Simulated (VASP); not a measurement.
# ReAs3Os2 (P6/mmm) in VASP: relaxation of cell and atoms with PBE

Aim: the relaxation of cell and atoms of ReAs3Os2 with PBE.

Everything below comes from runs of VASP 6.6.1. Logs are shortened: lines on timing, memory, paths and dates and some standing lists are left out, and cuts for length are marked.

## (1) The cell of the first run

The structure is hexagonal, space group P6/mmm (No. 191). Conventional cell: a = 5.345 Å, b = 5.345 Å, c = 4.054 Å, α = 90.00°, β = 90.00°, γ = 120.00°. Re (site symmetry 6/mmm) has 6 Os at 3.09 Å and 12 As at 3.35 Å and 2 Re at 4.05 Å within 4.1 Å. As (site symmetry mmm) has 4 Os at 2.55 Å and 4 As at 2.67 Å and 4 Re at 3.35 Å within 3.4 Å. Within 3.4 Å of Os (site symmetry -6m2) lie 6 As at 2.55 Å and 3 Os at 3.09 Å and 3 Re at 3.09 Å.

The cell was generated, and may not be a known phase.

## (2) Relaxation of cell and atoms, PBE

The input, INCAR:

```
SYSTEM = ReAs3Os2
PREC = Accurate ; ENCUT = 600
EDIFF = 1E-7 ; ISMEAR = 0
SIGMA = 0.1 ; LREAL = .False.
LASPH = .True. ; NELM = 60
ALGO = Normal ; ISIF = 3
LWAVE = .False. ; LCHARG = .False.
GGA = PE ; IBRION = 2
NSW = 100 ; EDIFFG = -0.01
```

The input, KPOINTS:

```
Automatic mesh
0
Gamma
  12 12 10
  0 0 0
```

The input, POSCAR:

```
ReAs3Os2
1.0
    5.3454423146      0.0000000000      0.0000000000
   -2.6727211573      4.6292888389      0.0000000000
    0.0000000000      0.0000000000      4.0538253806
Re As Os
1 3 2
Direct
    0.0000000000      0.0000000000      0.0000000000
    0.5000000000      0.0000000000      0.5000000000
    0.5000000000      0.5000000000      0.5000000000
    0.0000000000      0.5000000000      0.5000000000
    0.3333333333      0.6666666667      0.0000000000
    0.6666666667      0.3333333333      0.0000000000
```

Potentials or basis: VASP PAW PBE potentials, release 64 (Re, As, Os).

On the command line:

```
$ cat potpaw_PBE.64/Re/POTCAR potpaw_PBE.64/As/POTCAR potpaw_PBE.64/Os/POTCAR > POTCAR
$ mpirun -np 1 vasp_std > vasp.out
```

OUTCAR:

```text
SYSTEM = ReAs3Os2
   PREC = Accurate
   ENCUT = 600
   EDIFF = 1E-7
   ISMEAR = 0
   LREAL = .False.
   LASPH = .True.
   NELM = 60
   ISIF = 3
   GGA = PE
   IBRION = 2
   NSW = 100
   EDIFFG = -0.01

 ion  position               nearest neighbor table
   1  0.000  0.000  0.000-   5 3.09   6 3.09   5 3.09   6 3.09   6 3.09   5 3.09
   2  0.500  0.000  0.500-   5 2.55   6 2.55   5 2.55   6 2.55   3 2.67   4 2.67   3 2.67   4 2.67

   3  0.500  0.500  0.500-   5 2.55   6 2.55   5 2.55   6 2.55   2 2.67   2 2.67   4 2.67   4 2.67

   4  0.000  0.500  0.500-   5 2.55   6 2.55   5 2.55   6 2.55   2 2.67   2 2.67   3 2.67   3 2.67

   5  0.333  0.667  0.000-   2 2.55   2 2.55   4 2.55   4 2.55   3 2.55   3 2.55   6 3.09   1 3.09
                             6 3.09   1 3.09   1 3.09   6 3.09
   6  0.667  0.333  0.000-   2 2.55   2 2.55   4 2.55   4 2.55   3 2.55   3 2.55   5 3.09   1 3.09
                             5 3.09   1 3.09   1 3.09   5 3.09

  LATTYP: Found a hexagonal cell.
 ALAT       =     5.3454423146
 C/A-ratio  =     0.7583704289

  Lattice vectors:

 A1 = (   5.3454423146,   0.0000000000,   0.0000000000)
 A2 = (  -2.6727211573,   4.6292888389,   0.0000000000)
 A3 = (   0.0000000000,   0.0000000000,   4.0538253806)

Analysis of symmetry for initial positions (statically):
=====================================================================
 Subroutine PRICEL returns:
 Original cell was already a primitive cell.

 Routine SETGRP: Setting up the symmetry group for a
 hexagonal supercell.

 Subroutine GETGRP returns: Found 24 space group operations
 (whereof 24 operations were pure point group operations)
 out of a pool of 24 trial point group operations.

The static configuration has the point symmetry D_6h.

Analysis of symmetry for dynamics (positions and initial velocities):
=====================================================================
 Subroutine PRICEL returns:
 Original cell was already a primitive cell.

 Routine SETGRP: Setting up the symmetry group for a
 hexagonal supercell.

 Subroutine GETGRP returns: Found 24 space group operations
 (whereof 24 operations were pure point group operations)
 out of a pool of 24 trial point group operations.

The dynamic configuration has the point symmetry D_6h.

 Subroutine INISYM returns: Found 24 space group operations
 (whereof 24 operations are pure point group operations),
 and found     1 'primitive' translations

----------------------------------------------------------------------------------------

[... 110 lines left out ...]
   PSTRESS=    0.0 pullay stress
   NELECT =      38.0000    total number of electrons
   NUPDOWN=      -1.0000    fix difference up-down
   EMIN   =  10.00;   EMAX   =-10.00  energy-range for DOS
   EFERMI =   0.00;   METHOD = LEGACY
   ISMEAR =     0;   SIGMA  =   0.10  broadening in eV -4-tet -1-fermi 0-gaus
   EFERMI_NEDOS =   21; number of points for ismear=-14 and -15
   IALGO  =     38    algorithm
   IMIX   =      4    mixing-type and parameters
     AMIX     =   0.40;   BMIX     =  1.00
     AMIX_MAG =   1.60;   BMIX_MAG =  1.00
  volume/ion in A,a.u.               =      16.72       112.83
  Fermi-wavevector in a.u.,A,eV,Ry     =   1.184536  2.238449 19.090692  1.403126
  Thomas-Fermi vector in A             =   2.320749
   LORBIT       =      0    0 simple, 1 ext, 2 COOP (PROOUT), +10 PAW based schemes
   GGA     = PE    functional components
   LHFCALC =     F    Hartree Fock is set to
   AEXX    =    0.0000 exact exchange contribution
   IVDW    =     0    specifies the selected vdW correction
   LEPSILON=     F    determine dielectric tensor
   LRPA    =     F    only Hartree local field effects (RPA)
 conjugate gradient relaxation of ions
 non-spin polarized calculation
 Gauss-broadening in eV      SIGMA  =   0.10
  energy-cutoff  :      600.00
  volume of cell :      100.31
 maximum number of plane-waves:      3401
 NGX is ok and might be reduce to    48
   NGX = 21   NGY = 21   NGZ = 17

--------------------------------------- Ionic step        1  -------------------------------------------

 number of electron      38.0000000 magnetization

 Free energy of the ion-electron system (eV)
  ---------------------------------------------------
  ext. energy  EPLUGINS =         0.00000000
  ---------------------------------------------------
  free energy    TOTEN  =       -41.40630407 eV

  energy without entropy =      -41.37488645  energy(sigma->0) =      -41.39059526

------------------------ aborting loop because EDIFF is reached ----------------------------------------

  FORCE on cell =-STRESS in cart. coord.  units (eV):
  Direction    XX          YY          ZZ          XY          YZ          ZX
  --------------------------------------------------------------------------------------
  -------------------------------------------------------------------------------------
  Total        0.5943050      0.5943050      1.2561367      0.0000000      0.0000000      0.0000000
  in kB        9.4919837      9.4919837     20.0624757      0.0000000      0.0000000      0.0000000
  external PRESSURE =      13.0154810 kB  Pullay stress =       0.0000000 kB
[... 187 lines left out ...]
--------------------------------------- Ionic step        6  -------------------------------------------

 number of electron      37.9999999 magnetization

 Free energy of the ion-electron system (eV)
  ---------------------------------------------------
  ext. energy  EPLUGINS =         0.00000000
  ---------------------------------------------------
  free energy    TOTEN  =       -41.41045046 eV

  energy without entropy =      -41.37717946  energy(sigma->0) =      -41.39381496

 E-fermi :   7.6050     XC(G=0): -12.0447

 val. band max:        7.6046718957   @ k =   0.0833   0.0000   0.4000
 cond. band min:       7.6078955409   @ k =   0.0833   0.0000   0.0000
 fundamental gap:      0.0032236451
 Fermi energy:         7.6050010961

 k-point     1 :       0.0000    0.0000    0.0000
  band No.  band energies     occupation
      1      -8.1784      2.00000
      2      -2.7840      2.00000
      3      -2.7840      2.00000
      4      -2.1391      2.00000
      5       1.8271      2.00000
      6       1.8271      2.00000
[... 613 lines left out ...]
     22       8.2952      0.00000
     23       9.0811      0.00000

 [... further k-points ...]

------------------------ aborting loop because EDIFF is reached ----------------------------------------

  FORCE on cell =-STRESS in cart. coord.  units (eV):
  Direction    XX          YY          ZZ          XY          YZ          ZX
  --------------------------------------------------------------------------------------
  -------------------------------------------------------------------------------------
  Total       -0.0037088     -0.0037088     -0.0045908      0.0000000      0.0000000      0.0000000
  in kB       -0.0588178     -0.0588178     -0.0728058      0.0000000      0.0000000      0.0000000
  external PRESSURE =      -0.0634805 kB  Pullay stress =       0.0000000 kB
[... 21 lines left out ...]
  FREE ENERGIE OF THE ION-ELECTRON SYSTEM (eV)
  ---------------------------------------------------
  free  energy   TOTEN  =       -41.4104504612 eV

  energy  without entropy=      -41.3771794569  energy(sigma->0) =      -41.39381496

 reached required accuracy - stopping structural energy minimisation
```

CONTCAR:

```text
ReAs3Os2
   1.00000000000000
     5.3468062529577454   -0.0000000000000000    0.0000000000000000
    -2.6734031264788727    4.6304700441669988   -0.0000000000000000
    -0.0000000000000000    0.0000000000000000    4.0804905332193870
  Re              As              Os
     1     3     2
Direct
     1.0000000000000000    0.0000000000000000    0.0000000000000000
     0.5000000000000000    0.0000000000000000    0.5000000000000000
     0.5000000000000000    0.5000000000000000    0.5000000000000000
     1.0000000000000000    0.5000000000000000    0.5000000000000000
     0.3333333332999970    0.6666666667000030    0.0000000000000000
     0.6666666667000030    0.3333333332999970    1.0000000000000000

  0.00000000E+00  0.00000000E+00  0.00000000E+00
  0.00000000E+00  0.00000000E+00  0.00000000E+00
  0.00000000E+00  0.00000000E+00  0.00000000E+00
  0.00000000E+00  0.00000000E+00  0.00000000E+00
  0.00000000E+00  0.00000000E+00  0.00000000E+00
  0.00000000E+00  0.00000000E+00  0.00000000E+00
```

Wall time 29 min (1 thread of Intel Xeon Platinum 8488C (Sapphire Rapids), shared host); peak memory 0.55 GiB.

What came out:

```yaml
Free_energy: -41.4105 eV
Relaxed_volume: 16.84 Å³/atom
Relaxed_cell: a = 5.347 Å, b = 5.347 Å, c = 4.080 Å, α = 90.00°, β = 90.00°, γ = 120.00°
Space_group_after_relaxing_to_0.1_Å: P6/mmm (No. 191)
Energy_gained_by_relaxing: 0.7 meV/atom
Ionic_steps: 6
Pressure_after_relaxing: 0.0 GPa
Band_gap_on_the_k_mesh: zero (bands 19 and 20 overlap by 0.69 eV)
```

The path:
```csv
step,energy change (eV),largest force (eV/Å),pressure (GPa),volume (Å³)
1,0.0000,0.0000,1.30,100.31
2,0.0041,0.0000,-2.02,102.30
3,-0.0037,0.0000,-0.09,101.11
4,-0.0037,0.0000,-0.11,101.13
5,-0.0041,0.0000,-0.05,101.06
6,-0.0041,0.0000,-0.01,101.03
```

Final structure:
```
CELL_PARAMETERS angstrom
5.34681 0.00000 0.00000
-2.67340 4.63047 0.00000
0.00000 0.00000 4.08049
ATOMIC_POSITIONS crystal
Re 0.00000 0.00000 0.00000
As 0.50000 0.00000 0.50000
As 0.50000 0.50000 0.50000
As 0.00000 0.50000 0.50000
Os 0.33333 0.66667 0.00000
Os 0.66667 0.33333 0.00000
```

Caveat: spin-orbit coupling is left out, which moves the levels of the heavy elements.
